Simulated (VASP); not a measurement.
# PbO (I4/mmm) in VASP: notebook

PbO is run at these levels: PBE, r2SCAN; tasks: single point.

Everything below comes from runs of VASP 6.6.1. Logs are shortened: lines on timing, memory, paths and dates and some standing lists are left out, and cuts for length are marked.

## 1. The cell of the first run

Symmetry: I4/mmm, No. 139, tetragonal system. Conventional cell: a = 3.686 Å, b = 3.686 Å, c = 5.085 Å, α = 90.00°, β = 90.00°, γ = 90.00°. Pb (site symmetry 4/mmm) has 6 O at 2.54 to 2.61 Å within 3.4 Å. O (site symmetry 4/mmm) has 6 Pb at 2.54 to 2.61 Å within 3.4 Å.

## 2. Single point, PBE (uniaxial z strain -2.5%)

Input file INCAR:

```
SYSTEM = PbO
  PREC = Accurate
  ENCUT = 520
  EDIFF = 1E-6
  ISMEAR = -1
  SIGMA = 0.02
  LREAL = .False.
  LASPH = .True.
  NELM = 80
  ALGO = Normal
  ISIF = 2
  LWAVE = .False.
  LCHARG = .False.
  GGA = PE
  NBANDS = 17
```

Input file KPOINTS:

```
regular mesh
0
Gamma
  8 8 8
  0 0 0
```

Input file POSCAR:

```
PbO
1.0
    0.0000000000      2.6065174967      2.5423971663
    2.6065174967      0.0000000000      2.5423971663
    2.6065174967      2.6065174967      0.0000000000
Pb O
1 1
Direct
    0.0000000000      0.0000000000      0.0000000000
    0.5000000000      0.5000000000      0.5000000000
```

Potentials or basis: VASP PAW PBE potentials, release 64 (Pb_d, O).

Launch:

```sh
$ cat potpaw_PBE.64/Pb_d/POTCAR potpaw_PBE.64/O/POTCAR > POTCAR
$ mpirun -np 1 vasp_std > vasp.out
```

OUTCAR:

```text
SYSTEM = PbO
   PREC = Accurate
   ENCUT = 520
   EDIFF = 1E-6
   ISMEAR = -1
   LREAL = .False.
   LASPH = .True.
   NELM = 80
   ISIF = 2
   GGA = PE

 ion  position               nearest neighbor table
   1  0.000  0.000  0.000-   2 2.54   2 2.54   2 2.61   2 2.61   2 2.61   2 2.61
   2  0.500  0.500  0.500-   1 2.54   1 2.54   1 2.61   1 2.61   1 2.61   1 2.61

  LATTYP: Found a body centered tetragonal cell.
 ALAT       =     3.6861723944
 C/A-ratio  =     1.3794239087

  Lattice vectors:

 A1 = (   0.0000000000,  -2.6065174967,  -2.5423971663)
 A2 = (   0.0000000000,   2.6065174967,  -2.5423971663)
 A3 = (   2.6065174967,   0.0000000000,   2.5423971663)

Analysis of symmetry for initial positions (statically):
=====================================================================
 Subroutine PRICEL returns:
 Original cell was already a primitive cell.

 Routine SETGRP: Setting up the symmetry group for a
 body centered tetragonal supercell.

 Subroutine GETGRP returns: Found 16 space group operations
 (whereof 16 operations were pure point group operations)
 out of a pool of 16 trial point group operations.

The static configuration has the point symmetry D_4h.

Analysis of symmetry for dynamics (positions and initial velocities):
=====================================================================
 Subroutine PRICEL returns:
 Original cell was already a primitive cell.

 Routine SETGRP: Setting up the symmetry group for a
 body centered tetragonal supercell.

 Subroutine GETGRP returns: Found 16 space group operations
 (whereof 16 operations were pure point group operations)
 out of a pool of 16 trial point group operations.

The dynamic configuration has the point symmetry D_4h.

 Subroutine INISYM returns: Found 16 space group operations
 (whereof 16 operations are pure point group operations),
 and found     1 'primitive' translations

----------------------------------------------------------------------------------------

                                     Primitive cell

  volume of cell :      34.5458

  direct lattice vectors                    reciprocal lattice vectors
     0.000000000  2.606517497  2.542397166    -0.191826834  0.191826834  0.196664788
     2.606517497  0.000000000  2.542397166     0.191826834 -0.191826834  0.196664788
     2.606517497  2.606517497  0.000000000     0.191826834  0.191826834 -0.196664788

  length of vectors
     3.641114776  3.641114776  3.686172394     0.335070302  0.335070302  0.335070302

  position of ions in fractional coordinates (direct lattice)
     0.000000000  0.000000000  0.000000000
     0.500000000  0.500000000  0.500000000

  ion indices of the primitive-cell ions
   primitive index   ion index
                 1           1
                 2           2

----------------------------------------------------------------------------------------

 KPOINTS: regular mesh

Automatic generation of k-mesh.
 Grid dimensions read from file:
 generate k-points for:    8    8    8

 Generating k-lattice:

  Cartesian coordinates                     Fractional coordinates (reciprocal lattice)
    -0.023978354  0.023978354  0.024583099     0.125000000  0.000000000  0.000000000
     0.023978354 -0.023978354  0.024583099     0.000000000  0.125000000  0.000000000
     0.023978354  0.023978354 -0.024583099    -0.000000000 -0.000000000  0.125000000

  Length of vectors
     0.041883788  0.041883788  0.041883788

  Shift w.r.t. Gamma in fractional coordinates (k-lattice)
     0.000000000  0.000000000  0.000000000

 Subroutine IBZKPT returns following result:
 ===========================================

 Found     59 irreducible k-points:

 Following reciprocal coordinates:
            Coordinates               Weight
  0.000000  0.000000  0.000000      1.000000
  0.125000  0.000000  0.000000      8.000000
  0.250000  0.000000  0.000000      8.000000
  0.375000  0.000000  0.000000      8.000000
  0.500000  0.000000  0.000000      4.000000
  0.125000  0.125000  0.000000      2.000000
[... 16 lines left out ...]
  0.250000  0.000000  0.125000     16.000000
  0.375000  0.000000  0.125000     16.000000
 [... further k-points ...]
   k-points           NKPTS =     59   k-points in BZ     NKDIM =     59   number of bands    NBANDS=     17
   number of dos      NEDOS =    301   number of ions     NIONS =      2
   total plane-waves  NPLWV =  21952
   dimension x,y,z NGX =    28 NGY =   28 NGZ =   28
   dimension x,y,z NGXF=    56 NGYF=   56 NGZF=   56
   ions per type =               1   1
   NGX,Y,Z   is equivalent  to a cutoff of  12.78, 12.78, 12.63 a.u.
   NGXF,Y,Z  is equivalent  to a cutoff of  25.57, 25.57, 25.26 a.u.
 SYSTEM =  PbO
   PREC   = accura    normal or accurate (medium, high low for compatibility)
   ISTART =      0    job   : 0-new  1-cont  2-samecut
   ICHARG =      2    charge: 1-file 2-atom 10-const
   ISPIN  =      1    spin polarized calculation?
   LNONCOLLINEAR =      F non collinear calculations
   LSORBIT =      F    spin-orbit coupling
   LASPH  =      T    aspherical Exc in radial PAW
   ENCUT  =  520.0 eV  38.22 Ry    6.18 a.u.   6.77  6.77  6.85*2*pi/ulx,y,z
   NELM   =     80;   NELMIN=  2; NELMDL= -5     # of ELM steps
   EDIFF  = 0.1E-05   stopping-criterion for ELM
   LREAL  =      F    real-space projection
   EDIFFG = 0.1E-04   stopping-criterion for IOM
   NSW    =      0    number of steps for IOM
   IBRION =     -1    ionic relax: 0-MD 1-quasi-New 2-CG
   NFREE  =      0    steps in history (QN), initial steepest desc. (CG)
   ISIF   =      2    stress and relaxation
   ISYM   =      2    0-nonsym 1-usesym 2-fastsym
   POTIM  = 0.5000    time-step for ionic-motion
   TEBEG  =    0.0;   TEEND  =   0.0 temperature during run
   PSTRESS=    0.0 pullay stress
   NELECT =      20.0000    total number of electrons
   NUPDOWN=      -1.0000    fix difference up-down
   EMIN   =  10.00;   EMAX   =-10.00  energy-range for DOS
   EFERMI =   0.00;   METHOD = LEGACY
   ISMEAR =    -1;   SIGMA  =   0.02  broadening in eV -4-tet -1-fermi 0-gaus
   EFERMI_NEDOS =   21; number of points for ismear=-14 and -15
   IALGO  =     38    algorithm
   IMIX   =      4    mixing-type and parameters
     AMIX     =   0.40;   BMIX     =  1.00
     AMIX_MAG =   1.60;   BMIX_MAG =  1.00
  volume/ion in A,a.u.               =      17.27       116.56
  Fermi-wavevector in a.u.,A,eV,Ry     =   1.364436  2.578411 25.329782  1.861686
  Thomas-Fermi vector in A             =   2.490752
   LORBIT       =      0    0 simple, 1 ext, 2 COOP (PROOUT), +10 PAW based schemes
   GGA     = PE    functional components
   LHFCALC =     F    Hartree Fock is set to
   AEXX    =    0.0000 exact exchange contribution
   IVDW    =     0    specifies the selected vdW correction
   LEPSILON=     F    determine dielectric tensor
   LRPA    =     F    only Hartree local field effects (RPA)
 non-spin polarized calculation
  energy-cutoff  :      520.00
  volume of cell :       34.55
 maximum number of plane-waves:       938
   NGX = 13   NGY = 13   NGZ = 13

 number of electron      19.9999996 magnetization

 Free energy of the ion-electron system (eV)
  ---------------------------------------------------
  ext. energy  EPLUGINS =         0.00000000
  ---------------------------------------------------
  free energy    TOTEN  =       -10.34929234 eV

  energy without entropy =      -10.34929233  energy(sigma->0) =      -10.34929233

 E-fermi :   7.1646     XC(G=0): -10.8017

 val. band max:        6.8543172885   @ k =  -0.3750   0.0000   0.1250
 cond. band min:       7.4468688800   @ k =   0.5000   0.0000   0.0000
 fundamental gap:      0.5925515916
 Fermi energy:         7.1646484078

 k-point     1 :       0.0000    0.0000    0.0000
  band No.  band energies     occupation
      1     -10.9876      2.00000
      2      -9.4873      2.00000
      3      -9.4873      2.00000
      4      -9.4844      2.00000
      5      -9.3746      2.00000
      6      -9.3274      2.00000
[... 9 lines left out ...]
     16      18.4364      0.00000
     17      18.5049      0.00000

 k-point     2 :       0.1250    0.0000    0.0000
  band No.  band energies     occupation
      1     -10.8944      2.00000
      2      -9.4869      2.00000
      3      -9.4739      2.00000
      4      -9.4716      2.00000
      5      -9.3782      2.00000
      6      -9.3367      2.00000
[... 9 lines left out ...]
     16      19.0184      0.00000
     17      20.4919      0.00000

 k-point     3 :       0.2500    0.0000    0.0000
  band No.  band energies     occupation
      1     -10.6577      2.00000
      2      -9.4909      2.00000
      3      -9.4706      2.00000
      4      -9.4558      2.00000
      5      -9.3570      2.00000
      6      -9.3407      2.00000
[... 9 lines left out ...]
     16      20.0487      0.00000
     17      22.1031      0.00000

 k-point     4 :       0.3750    0.0000    0.0000
  band No.  band energies     occupation
      1     -10.3994      2.00000
      2      -9.5013      2.00000
      3      -9.4938      2.00000
      4      -9.4712      2.00000
      5      -9.3135      2.00000
      6      -9.3083      2.00000
[... 9 lines left out ...]
     16      21.3166      0.00000
     17      21.7867      0.00000

 k-point     5 :       0.5000    0.0000    0.0000
  band No.  band energies     occupation
      1     -10.2833      2.00000
      2      -9.5092      2.00000
      3      -9.5058      2.00000
      4      -9.4837      2.00000
      5      -9.2968      2.00000
      6      -9.2854      2.00000
[... 9 lines left out ...]
     16      22.1637      0.00000
     17      22.3677      0.00000

 k-point     6 :       0.1250    0.1250    0.0000
  band No.  band energies     occupation
      1     -10.8599      2.00000
      2      -9.5011      2.00000
      3      -9.4577      2.00000
      4      -9.4577      2.00000
      5      -9.3620      2.00000
      6      -9.3606      2.00000
[... 9 lines left out ...]
     16      20.1773      0.00000
     17      20.6596      0.00000

 k-point     7 :       0.2500    0.1250    0.0000
  band No.  band energies     occupation
      1     -10.7196      2.00000
      2      -9.5094      2.00000
      3      -9.4378      2.00000
      4      -9.4336      2.00000
      5      -9.3386      2.00000
      6      -9.3279      2.00000
[... 9 lines left out ...]
     16      21.3829      0.00000
     17      22.5310      0.00000

 k-point     8 :       0.3750    0.1250    0.0000
  band No.  band energies     occupation
      1     -10.5673      2.00000
      2      -9.5049      2.00000
      3      -9.4524      2.00000
      4      -9.4213      2.00000
      5      -9.2980      2.00000
      6      -9.2229      2.00000
[... 9 lines left out ...]
     16      22.2514      0.00000
     17      22.8802      0.00000
[... 203 lines left out ...]
      1     -11.0239      2.00000
      2      -9.5742      2.00000
      3      -9.3091      2.00000
      4      -9.2927      2.00000
      5      -9.2716      2.00000
      6      -8.3594      2.00000
[... 9 lines left out ...]
     16      23.7355      0.00000
     17      25.1317      0.00000

 k-point    20 :      -0.3750    0.3750    0.0000
  band No.  band energies     occupation
      1     -10.9386      2.00000
      2      -9.5290      2.00000
      3      -9.3398      2.00000
      4      -9.3328      2.00000
      5      -9.2953      2.00000
      6      -8.4266      2.00000
[... 9 lines left out ...]
     16      22.8359      0.00000
     17      23.5973      0.00000

 k-point    21 :       0.5000    0.5000    0.0000
  band No.  band energies     occupation
      1     -11.1011      2.00000
      2      -9.5980      2.00000
      3      -9.2782      2.00000
      4      -9.2649      2.00000
      5      -9.2649      2.00000
      6      -8.2230      2.00000
[... 9 lines left out ...]
     16      24.6353      0.00000
     17      27.2054      0.00000

 k-point    22 :       0.1250    0.0000    0.1250
  band No.  band energies     occupation
      1     -10.8957      2.00000
      2      -9.5024      2.00000
      3      -9.4586      2.00000
      4      -9.4565      2.00000
      5      -9.3770      2.00000
      6      -9.3112      2.00000
[... 9 lines left out ...]
     16      20.1905      0.00000
     17      20.4624      0.00000

 k-point    23 :       0.2500    0.0000    0.1250
  band No.  band energies     occupation
      1     -10.7747      2.00000
      2      -9.5069      2.00000
      3      -9.4375      2.00000
      4      -9.4340      2.00000
      5      -9.3407      2.00000
      6      -9.2799      2.00000
[... 9 lines left out ...]
     16      21.3554      0.00000
     17      22.5137      0.00000

 k-point    24 :       0.3750    0.0000    0.1250
  band No.  band energies     occupation
      1     -10.6083      2.00000
      2      -9.4984      2.00000
      3      -9.4422      2.00000
      4      -9.4274      2.00000
      5      -9.2990      2.00000
      6      -9.2017      2.00000
[... 9 lines left out ...]
     16      22.3080      0.00000
     17      22.7350      0.00000

 [... further k-points ...]

------------------------ aborting loop because EDIFF is reached ----------------------------------------

  FORCE on cell =-STRESS in cart. coord.  units (eV):
  Direction    XX          YY          ZZ          XY          YZ          ZX
  --------------------------------------------------------------------------------------
  -------------------------------------------------------------------------------------
  Total        0.9102463      0.9102463      1.6590871      0.0000000      0.0000000      0.0000000
  in kB       42.2157816     42.2157816     76.9458285      0.0000000      0.0000000      0.0000000
  external PRESSURE =      53.7924639 kB  Pullay stress =       0.0000000 kB

 VOLUME and BASIS-vectors are now :
 -----------------------------------------------------------------------------
  energy-cutoff  :      520.00
  volume of cell :       34.55
      direct lattice vectors                 reciprocal lattice vectors
     0.000000000  2.606517497  2.542397166    -0.191826834  0.191826834  0.196664788
     2.606517497  0.000000000  2.542397166     0.191826834 -0.191826834  0.196664788
     2.606517497  2.606517497  0.000000000     0.191826834  0.191826834 -0.196664788

 POSITION                                       TOTAL-FORCE (eV/Angst)
 -----------------------------------------------------------------------------------
      0.00000      0.00000      0.00000         0.000000     -0.000000      0.000000
      2.60652      2.60652      2.54240        -0.000000      0.000000      0.000000
 -----------------------------------------------------------------------------------
    total drift:                                0.000000      0.000000      0.000000

  FREE ENERGIE OF THE ION-ELECTRON SYSTEM (eV)
  ---------------------------------------------------
  free  energy   TOTEN  =       -10.3492923364 eV

  energy  without entropy=      -10.3492923291  energy(sigma->0) =      -10.34929233
```

It took 31 s on 1 thread of AMD EPYC 7R43 (Zen 3), shared host; peak memory 0.14 GiB.

Results:

| Item | Value |
| --- | --- |
| Free energy | -10.3493 eV |
| Pressure | 5.4 GPa |
| Band gap on the k mesh | 0.59 eV (least direct gap 0.67 eV) |

Caveat: the cell differs from its parent crystal (uniaxial z strain -2.5%); the cell stands under pressure; spin-orbit coupling is left out, which moves the levels of the heavy elements. A k mesh can miss the band edges.

## 3. Single point, r2SCAN (uniaxial z strain -2.5%)

POSCAR is that of step 2.

Input file INCAR.step1:

```
SYSTEM = PbO
ALGO     = Normal         ! electronic algorithm
EDIFF    = 1E-4           ! SCF threshold, eV
ENCUT    = 520            ! plane-wave cutoff, eV
GGA      = PE             ! functional
ISMEAR   = -1             ! smearing method
LASPH    = .TRUE.         ! aspherical terms in the spheres
LCHARG   = .FALSE.        ! write CHGCAR
LREAL    = .FALSE.        ! projectors in reciprocal space
LWAVE    = .TRUE.         ! write WAVECAR
NBANDS   = 17             ! bands
NELM     = 60             ! most SCF steps
PREC     = Accurate       ! precision mode
SIGMA    = 0.02           ! smearing width, eV
```

Input file INCAR.step2:

```
SYSTEM = PbO
ALGO     = Normal         ! electronic algorithm
EDIFF    = 1E-6           ! SCF threshold, eV
ENCUT    = 520            ! plane-wave cutoff, eV
ISIF     = 2              ! what is computed and relaxed
ISMEAR   = -1             ! smearing method
ISTART   = 1            
LASPH    = .TRUE.         ! aspherical terms in the spheres
LCHARG   = .FALSE.        ! write CHGCAR
LMIXTAU  = .TRUE.       
LREAL    = .FALSE.        ! projectors in reciprocal space
LWAVE    = .FALSE.        ! write WAVECAR
METAGGA  = R2SCAN         ! meta-GGA
NBANDS   = 17             ! bands
NELM     = 60             ! most SCF steps
PREC     = Accurate       ! precision mode
SIGMA    = 0.02           ! smearing width, eV
```

Input file KPOINTS:

```
k-points
0
G
  8 8 8
  0 0 0
```

Potentials or basis: VASP PAW PBE potentials, release 64 (Pb_d, O).

Launch:

```sh
$ cat potpaw_PBE.64/Pb_d/POTCAR potpaw_PBE.64/O/POTCAR > POTCAR
$ cp INCAR.step1 INCAR
$ mpirun -np 1 vasp_std > vasp.out
$ cp INCAR.step2 INCAR
$ mpirun -np 1 vasp_std > vasp.out
```

Run time: 2.4 min. Hardware: 1 thread of AMD EPYC 7R43 (Zen 3), shared host; peak memory 0.15 GiB.

Results (log left out):

```yaml
Free_energy: -64.2773 eV
Pressure: 2.9 GPa
Band_gap_on_the_k_mesh: 0.43 eV
```

Stress tensor (GPa, compression positive):
```
1.76 0.00 0.00
0.00 1.76 0.00
0.00 0.00 5.26
```

Levels at points of the mesh, in eV from the valence-band top:
```tsv
k point	band 8	band 9	band 10	band 11	band 12	band 13
(0.00, 0.00, 0.00)	-2.90	-2.75	-2.75	8.70	8.70	9.30
(0.50, 0.00, 0.00)	-2.37	-2.33	0.00	0.43	5.19	5.54
(0.50, 0.50, 0.00)	-5.81	-3.87	-3.87	4.46	6.65	6.65
(0.50, 0.00, 0.50)	-5.80	-3.93	-3.71	4.22	6.70	7.03
```

Caveat: the cell differs from its parent crystal (uniaxial z strain -2.5%); the PAW data sets were made with another functional, which shifts forces and pressure a little; spin-orbit coupling is left out, which moves the levels of the heavy elements. A k mesh can miss the band edges.
